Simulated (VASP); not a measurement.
A run of VASP 6.6.1:

POSCAR

```
PbSe
1.0
    0.0000000000      3.0887022216      3.0887022216
    3.0887022216      0.0000000000      3.0887022216
    3.0887022216      3.0887022216      0.0000000000
Pb Se
1 1
Direct
    0.0000000000      0.0000000000      0.0000000000
    0.5000000000      0.5000000000      0.5000000000
```

INCAR.step1

```
PREC = Accurate
ENCUT = 520
ISMEAR = -1
SIGMA = 0.02
LREAL = False
LASPH = True
NELM = 60
NBANDS = 17
GGA = PE
ALGO = Normal
EDIFF = 1E-4
LWAVE = True
LCHARG = False
```

INCAR.step2

```
PREC = Accurate
ENCUT = 520
EDIFF = 1E-6
ISMEAR = -1
SIGMA = 0.02
LREAL = False
LASPH = True
NELM = 60
ALGO = Normal
ISIF = 2
LWAVE = False
LCHARG = True
METAGGA = R2SCAN
LMIXTAU = True
LELF = True
LVHAR = True
NBANDS = 17
ISTART = 1
```

File KPOINTS:

```
regular mesh
0
Gamma
  6 6 6
```

Potentials or basis: VASP PAW PBE potentials, release 64 (Pb_d, Se).

The run is started by

```sh
$ cat potpaw_PBE.64/Pb_d/POTCAR potpaw_PBE.64/Se/POTCAR > POTCAR
$ cp INCAR.step1 INCAR
$ mpirun -np 1 vasp_std > vasp.out
$ cp INCAR.step2 INCAR
$ mpirun -np 1 vasp_std > vasp.out
```

Hardware: 1 thread of AMD EPYC 9R45 (Zen 5), with other jobs on the host.

**Question.** Estimate the wall time of this run.

**Answer.** Wall time 32 s on 1 thread of AMD EPYC 9R45 (Zen 5), with other jobs on the host, peak memory 0.16 GiB. Counts: k points 16.
